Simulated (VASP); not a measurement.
# TaN in VASP: notebook

TaN is run at these levels: PBE; tasks: single point.

All numbers are computed with VASP 6.6.1; they aren't measurements. Logs are shortened: lines on timing, memory, paths and dates and some standing lists are left out, and cuts for length are marked.

## Step 1: The cell of the first run

The structure is hexagonal, space group P-6m2 (No. 187). Conventional cell: a = 2.957 Å, b = 2.957 Å, c = 2.902 Å, α = 90.00°, β = 90.00°, γ = 120.00°. Ta (site symmetry -6m2) has 6 N at 2.24 Å and 8 Ta at 2.90 to 2.96 Å within 3.0 Å. N (site symmetry -6m2) has 6 Ta at 2.24 Å and 8 N at 2.90 to 2.96 Å within 3.0 Å.

## Step 2: Single point, PBE

The input, INCAR:

```
SYSTEM = TaN
ALGO = Normal
EDIFF = 1E-6
ENCUT = 520
GGA = PE
ISIF = 2
ISMEAR = -1
LASPH = .True.
LCHARG = .True.
LELF = .True.
LREAL = .False.
LVHAR = .True.
LWAVE = .False.
NBANDS = 15
NELM = 60
PREC = Accurate
SIGMA = 0.05
```

The input, KPOINTS:

```
k-points
0
Gamma
  10 10 9
  0 0 0
```

The input, POSCAR:

```
TaN
1.0
    2.9574586380      0.0000000000      0.0000000000
   -1.4787293140      2.5612343136      0.0000000000
    0.0000000000      0.0000000000      2.9020954963
Ta N
1 1
Direct
    0.3333333333      0.6666666667      0.5000000000
    0.0000000000      0.0000000000      0.0000000000
```

Potentials or basis: VASP PAW PBE potentials, release 64 (Ta_pv, N).

The run is started by

```console
$ cat potpaw_PBE.64/Ta_pv/POTCAR potpaw_PBE.64/N/POTCAR > POTCAR
$ mpirun -np 1 vasp_std > vasp.out
```

OUTCAR:

```text
SYSTEM = TaN
   EDIFF = 1E-6
   ENCUT = 520
   GGA = PE
   ISIF = 2
   ISMEAR = -1
   LASPH = .True.
   LREAL = .False.
   NELM = 60
   PREC = Accurate

 ion  position               nearest neighbor table
   1  0.333  0.667  0.500-   2 2.24   2 2.24   2 2.24   2 2.24   2 2.24   2 2.24
   2  0.000  0.000  0.000-   1 2.24   1 2.24   1 2.24   1 2.24   1 2.24   1 2.24

  LATTYP: Found a hexagonal cell.
 ALAT       =     2.9574586380
 C/A-ratio  =     0.9812801637

  Lattice vectors:

 A1 = (   2.9574586380,   0.0000000000,   0.0000000000)
 A2 = (  -1.4787293140,   2.5612343136,   0.0000000000)
 A3 = (   0.0000000000,   0.0000000000,   2.9020954963)

Analysis of symmetry for initial positions (statically):
=====================================================================
 Subroutine PRICEL returns:
 Original cell was already a primitive cell.

 Routine SETGRP: Setting up the symmetry group for a
 hexagonal supercell.

 Subroutine GETGRP returns: Found 12 space group operations
 (whereof 12 operations were pure point group operations)
 out of a pool of 24 trial point group operations.

The static configuration has the point symmetry D_3h.

Analysis of symmetry for dynamics (positions and initial velocities):
=====================================================================
 Subroutine PRICEL returns:
 Original cell was already a primitive cell.

 Routine SETGRP: Setting up the symmetry group for a
 hexagonal supercell.

 Subroutine GETGRP returns: Found 12 space group operations
 (whereof 12 operations were pure point group operations)
 out of a pool of 24 trial point group operations.

The dynamic configuration has the point symmetry D_3h.

 Subroutine INISYM returns: Found 12 space group operations
 (whereof 12 operations are pure point group operations),
 and found     1 'primitive' translations

----------------------------------------------------------------------------------------

                                     Primitive cell

  volume of cell :      21.9826

  direct lattice vectors                    reciprocal lattice vectors
     2.957458638  0.000000000  0.000000000     0.338128144  0.195218374  0.000000000
    -1.478729314  2.561234314  0.000000000     0.000000000  0.390436749  0.000000000
     0.000000000  0.000000000  2.902095496     0.000000000  0.000000000  0.344578599

  length of vectors
     2.957458638  2.957458638  2.902095496     0.390436749  0.390436749  0.344578599

  position of ions in fractional coordinates (direct lattice)
     0.333333333  0.666666667  0.500000000
     0.000000000  0.000000000  0.000000000

  ion indices of the primitive-cell ions
   primitive index   ion index
                 1           1
                 2           2

----------------------------------------------------------------------------------------

 KPOINTS: k-points

Automatic generation of k-mesh.
 Grid dimensions read from file:
 generate k-points for:   10   10    9

 Generating k-lattice:

  Cartesian coordinates                     Fractional coordinates (reciprocal lattice)
     0.033812814  0.019521837  0.000000000     0.100000000  0.000000000  0.000000000
     0.000000000  0.039043675  0.000000000     0.000000000  0.100000000  0.000000000
     0.000000000  0.000000000  0.038286511     0.000000000  0.000000000  0.111111111

  Length of vectors
     0.039043675  0.039043675  0.038286511

  Shift w.r.t. Gamma in fractional coordinates (k-lattice)
     0.000000000  0.000000000  0.000000000

 Subroutine IBZKPT returns following result:
 ===========================================

 Found     70 irreducible k-points:

 Following reciprocal coordinates:
            Coordinates               Weight
  0.000000  0.000000  0.000000      1.000000
  0.100000  0.000000  0.000000      6.000000
  0.200000  0.000000  0.000000      6.000000
  0.300000  0.000000  0.000000      6.000000
  0.400000  0.000000  0.000000      6.000000
  0.500000  0.000000  0.000000      3.000000
[... 16 lines left out ...]
  0.300000  0.100000  0.111111     24.000000
  0.400000  0.100000  0.111111     24.000000
 [... further k-points ...]
   k-points           NKPTS =     70   k-points in BZ     NKDIM =     70   number of bands    NBANDS=     15
   number of dos      NEDOS =    301   number of ions     NIONS =      2
   total plane-waves  NPLWV =  13824
   dimension x,y,z NGX =    24 NGY =   24 NGZ =   24
   dimension x,y,z NGXF=    48 NGYF=   48 NGZF=   48
   ions per type =               1   1
   NGX,Y,Z   is equivalent  to a cutoff of  13.49, 13.49, 13.75 a.u.
   NGXF,Y,Z  is equivalent  to a cutoff of  26.98, 26.98, 27.50 a.u.
 SYSTEM =  TaN
   PREC   = accura    normal or accurate (medium, high low for compatibility)
   ISTART =      0    job   : 0-new  1-cont  2-samecut
   ICHARG =      2    charge: 1-file 2-atom 10-const
   ISPIN  =      1    spin polarized calculation?
   LNONCOLLINEAR =      F non collinear calculations
   LSORBIT =      F    spin-orbit coupling
   LASPH  =      T    aspherical Exc in radial PAW
   ENCUT  =  520.0 eV  38.22 Ry    6.18 a.u.   5.50  5.50  5.40*2*pi/ulx,y,z
   NELM   =     60;   NELMIN=  2; NELMDL= -5     # of ELM steps
   EDIFF  = 0.1E-05   stopping-criterion for ELM
   LREAL  =      F    real-space projection
   EDIFFG = 0.1E-04   stopping-criterion for IOM
   NSW    =      0    number of steps for IOM
   IBRION =     -1    ionic relax: 0-MD 1-quasi-New 2-CG
   NFREE  =      0    steps in history (QN), initial steepest desc. (CG)
   ISIF   =      2    stress and relaxation
   ISYM   =      2    0-nonsym 1-usesym 2-fastsym
   POTIM  = 0.5000    time-step for ionic-motion
   TEBEG  =    0.0;   TEEND  =   0.0 temperature during run
   PSTRESS=    0.0 pullay stress
   NELECT =      16.0000    total number of electrons
   NUPDOWN=      -1.0000    fix difference up-down
   EMIN   =  10.00;   EMAX   =-10.00  energy-range for DOS
   EFERMI =   0.00;   METHOD = LEGACY
   ISMEAR =    -1;   SIGMA  =   0.05  broadening in eV -4-tet -1-fermi 0-gaus
   EFERMI_NEDOS =   21; number of points for ismear=-14 and -15
   IALGO  =     38    algorithm
   IMIX   =      4    mixing-type and parameters
     AMIX     =   0.40;   BMIX     =  1.00
     AMIX_MAG =   1.60;   BMIX_MAG =  1.00
  volume/ion in A,a.u.               =      10.99        74.17
  Fermi-wavevector in a.u.,A,eV,Ry     =   1.472612  2.782833 29.505395  2.168585
  Thomas-Fermi vector in A             =   2.587605
   LORBIT       =      0    0 simple, 1 ext, 2 COOP (PROOUT), +10 PAW based schemes
   GGA     = PE    functional components
   LHFCALC =     F    Hartree Fock is set to
   AEXX    =    0.0000 exact exchange contribution
   IVDW    =     0    specifies the selected vdW correction
   LEPSILON=     F    determine dielectric tensor
   LRPA    =     F    only Hartree local field effects (RPA)
 non-spin polarized calculation
  energy-cutoff  :      520.00
  volume of cell :       21.98
 maximum number of plane-waves:       617
 NGX is ok and might be reduce to    24
   NGX = 11   NGY = 11   NGZ = 11

 number of electron      16.0000001 magnetization

 Free energy of the ion-electron system (eV)
  ---------------------------------------------------
  ext. energy  EPLUGINS =         0.00000000
  ---------------------------------------------------
  free energy    TOTEN  =       -22.44642823 eV

  energy without entropy =      -22.44609727  energy(sigma->0) =      -22.44626275

 E-fermi :   8.1106     XC(G=0): -13.2373

 val. band max:        7.9893528552   @ k =   0.0000   0.0000   0.4444
 cond. band min:       8.2757160993   @ k =   0.0000   0.0000   0.3333
 fundamental gap:      0.2863632441
 Fermi energy:         8.1106015763

 k-point     1 :       0.0000    0.0000    0.0000
  band No.  band energies     occupation
      1     -26.8591      2.00000
      2     -26.6046      2.00000
      3     -26.6046      2.00000
      4      -9.5825      2.00000
      5       3.5708      2.00000
      6       3.5708      2.00000
      7       3.9294      2.00000
      8       5.1457      2.00000
      9      10.1108      0.00000
     10      11.5415      0.00000
     11      11.5415      0.00000
     12      11.9386      0.00000
     13      11.9386      0.00000
     14      21.0179      0.00000
     15      21.3753      0.00000

 k-point     2 :       0.1000    0.0000    0.0000
  band No.  band energies     occupation
      1     -26.8467      2.00000
      2     -26.7032      2.00000
      3     -26.6258      2.00000
      4      -9.3856      2.00000
      5       2.9888      2.00000
      6       3.7196      2.00000
      7       4.1992      2.00000
      8       4.8669      2.00000
      9      10.7789      0.00000
     10      11.1821      0.00000
     11      11.5773      0.00000
     12      11.8377      0.00000
     13      12.1972      0.00000
     14      20.9965      0.00000
     15      21.3667      0.00000

 k-point     3 :       0.2000    0.0000    0.0000
  band No.  band energies     occupation
      1     -26.9538      2.00000
      2     -26.8139      2.00000
      3     -26.6808      2.00000
      4      -8.8616      2.00000
      5       1.8735      2.00000
      6       4.0934      2.00000
      7       4.2346      2.00000
      8       4.7626      2.00000
      9      10.3252      0.00000
     10      11.5844      0.00000
     11      11.7627      0.00000
     12      12.3820      0.00000
     13      12.7023      0.00000
     14      21.0045      0.00000
     15      21.3582      0.00000
[... 343 lines left out ...]
 k-point    23 :       0.3000    0.1000    0.1111
  band No.  band energies     occupation
      1     -27.3540      2.00000
      2     -26.8447      2.00000
      3     -26.8173      2.00000
      4      -7.7304      2.00000
      5       0.5833      2.00000
      6       2.8892      2.00000
      7       4.0883      2.00000
      8       5.8352      2.00000
      9       9.9131      0.00000
     10      11.2877      0.00000
     11      12.4675      0.00000
     12      13.4874      0.00000
     13      15.5731      0.00000
     14      20.9170      0.00000
     15      21.3542      0.00000

 k-point    24 :       0.4000    0.1000    0.1111
  band No.  band energies     occupation
      1     -27.4984      2.00000
      2     -26.8653      2.00000
      3     -26.8190      2.00000
      4      -7.3683      2.00000
      5       0.1279      2.00000
      6       2.7550      2.00000
      7       3.9399      2.00000
      8       5.8269      2.00000
      9      10.5669      0.00000
     10      11.5576      0.00000
     11      12.4505      0.00000
     12      13.7050      0.00000
     13      16.8137      0.00000
     14      19.6245      0.00000
     15      21.3432      0.00000

 [... further k-points ...]
[... 5 lines left out ...]
  --------------------------------------------------------------------------------------
  -------------------------------------------------------------------------------------
  Total       -0.2221330     -0.2221330     -0.1640251     -0.0000000     -0.0000000      0.0000000
  in kB      -16.1898951    -16.1898952    -11.9547702     -0.0000000     -0.0000000      0.0000000
  external PRESSURE =     -14.7781868 kB  Pullay stress =       0.0000000 kB

 VOLUME and BASIS-vectors are now :
 -----------------------------------------------------------------------------
  energy-cutoff  :      520.00
  volume of cell :       21.98
      direct lattice vectors                 reciprocal lattice vectors
     2.957458638  0.000000000  0.000000000     0.338128144  0.195218374  0.000000000
    -1.478729314  2.561234314  0.000000000     0.000000000  0.390436749  0.000000000
     0.000000000  0.000000000  2.902095496     0.000000000  0.000000000  0.344578599

 POSITION                                       TOTAL-FORCE (eV/Angst)
 -----------------------------------------------------------------------------------
      0.00000      1.70749      1.45105        -0.000000      0.000000      0.000000
      0.00000      0.00000      0.00000         0.000000      0.000000      0.000000
 -----------------------------------------------------------------------------------
    total drift:                               -0.000000      0.000000     -0.000000

  FREE ENERGIE OF THE ION-ELECTRON SYSTEM (eV)
  ---------------------------------------------------
  free  energy   TOTEN  =       -22.4464282313 eV

  energy  without entropy=      -22.4460972688  energy(sigma->0) =      -22.44626275
```

Wall time 20 s (1 thread of Intel Xeon Platinum 8259CL at 2.50GHz (Skylake/Cascade Lake), shared host); peak memory 0.15 GiB.

What came out:

```yaml
Free_energy: -22.4464 eV
Pressure: -1.5 GPa
Band_gap_on_the_k_mesh: zero (band 8 reaches 8.28 eV, above the bottom of band 9 at 7.99 eV)
```

Caveat: spin-orbit coupling is left out, which moves the levels of the heavy elements.

## Step 3: Single point, PBE

This run uses another cell than the first one, of 11.21 Å³/atom, 1.020 times its volume.

The input, INCAR:

```
SYSTEM = TaN
PREC     = Accurate       ! precision mode
ENCUT    = 520            ! plane-wave cutoff, eV
EDIFF    = 1E-6           ! SCF threshold, eV
ISMEAR   = -1             ! smearing method
SIGMA    = 0.05           ! smearing width, eV
LREAL    = .False.        ! projectors in reciprocal space
LASPH    = .True.         ! aspherical terms in the spheres
NELM     = 100            ! most SCF steps
ALGO     = Normal         ! electronic algorithm
ISIF     = 2              ! what is computed and relaxed
LWAVE    = .False.        ! write WAVECAR
LCHARG   = .True.         ! write CHGCAR
GGA      = PE             ! functional
LELF     = .True.         ! ELF
LVHAR    = .True.       
NBANDS   = 15             ! bands
```

The input, KPOINTS:

```
regular mesh
0
Gamma
  10 10 9
  0 0 0
```

The input, POSCAR:

```
TaN
1.0
    2.9766634530      0.0000000000      0.0000000000
   -1.4883317214      2.5778661713      0.0000000000
    0.0000000000      0.0000000000      2.9209408003
Ta N
1 1
Direct
    0.3333333333      0.6666666667      0.5000000000
    0.0000000000      0.0000000000      0.0000000000
```

Potentials or basis: VASP PAW PBE potentials, release 64 (Ta_pv, N).

The run is started by

```console
$ cat potpaw_PBE.64/Ta_pv/POTCAR potpaw_PBE.64/N/POTCAR > POTCAR
$ mpirun -np 1 vasp_std > vasp.out
```

Wall time 24 s (1 thread of Intel Xeon Platinum 8259CL at 2.50GHz (Skylake/Cascade Lake), shared host); peak memory 0.15 GiB.

The run converged. Its results:

```
Free energy            : -22.4343 eV
Pressure               : -7.7 GPa
Band gap on the k mesh : zero (band 8 reaches 8.07 eV, above the bottom of band 9 at 7.79 eV)
```

Stress tensor (GPa, compression positive):
```
-7.57  0.00  0.00
 0.00 -7.57  0.00
 0.00  0.00 -7.86
```

Levels at points of the mesh, in eV from the Fermi level:
```csv
k point,band 5,band 6,band 7,band 8,band 9,band 10,band 11,band 12
"(0.00, 0.00, 0.00)",-4.45,-4.45,-4.09,-2.94,1.86,3.34,3.34,3.72
"(0.50, 0.00, 0.00)",-8.12,-5.06,-3.38,-3.17,2.80,3.73,4.93,4.95
```

Caveat: spin-orbit coupling is left out, which moves the levels of the heavy elements.

## Step 4: Single point, PBE

This run uses another cell than the first one, of 11.42 Å³/atom, 1.039 times its volume.

The input, INCAR:

```
ALGO = Normal ; EDIFF = 1E-7
ENCUT = 520 ; GGA = PE
ISIF = 2 ; ISMEAR = -1
LASPH = True ; LCHARG = False
LREAL = False ; LWAVE = False
NBANDS = 15 ; NELM = 100
PREC = Accurate ; SIGMA = 0.05
```

The input, KPOINTS:

```
k-points
0
Gamma
  10 10 9
```

The input, POSCAR:

```
TaN
1.0
    2.9956236040      0.0000000000      0.0000000000
   -1.4978117969      2.5942861437      0.0000000000
    0.0000000000      0.0000000000      2.9395460204
Ta N
1 1
Direct
    0.3333333333      0.6666666667      0.5000000000
    0.0000000000      0.0000000000      0.0000000000
```

The run is started by

```console
$ cat potpaw_PBE.64/Ta_pv/POTCAR potpaw_PBE.64/N/POTCAR > POTCAR
$ mpirun -np 1 vasp_std > vasp.out
```

Wall time 20 s (1 thread of Intel Xeon Platinum 8259CL at 2.50GHz (Skylake/Cascade Lake), shared host); peak memory 0.15 GiB.

It converged, with:

```yaml
Free_energy: -22.4064 eV
Pressure: -13.2 GPa
Band_gap_on_the_k_mesh: zero (band 8 reaches 7.87 eV, above the bottom of band 9 at 7.60 eV)
```

Stress tensor (GPa, compression positive):
```
-12.93   0.00   0.00
  0.00 -12.93   0.00
  0.00   0.00 -13.86
```

Levels at points of the mesh, in eV from the Fermi level:
```
           k point  band 4  band 5  band 6  band 7  band 8  band 9  band 10  band 11  band 12  band 13
(0.00, 0.00, 0.00)  -17.40   -4.37   -4.37   -4.01   -2.91    1.72     3.26     3.26     3.62     3.62
(0.50, 0.00, 0.00)  -15.33   -8.01   -4.96   -3.30   -3.13    2.72     3.62     4.82     4.83     6.83
```

Caveat: spin-orbit coupling is left out, which moves the levels of the heavy elements.

(Continued in part 2 of 2.)
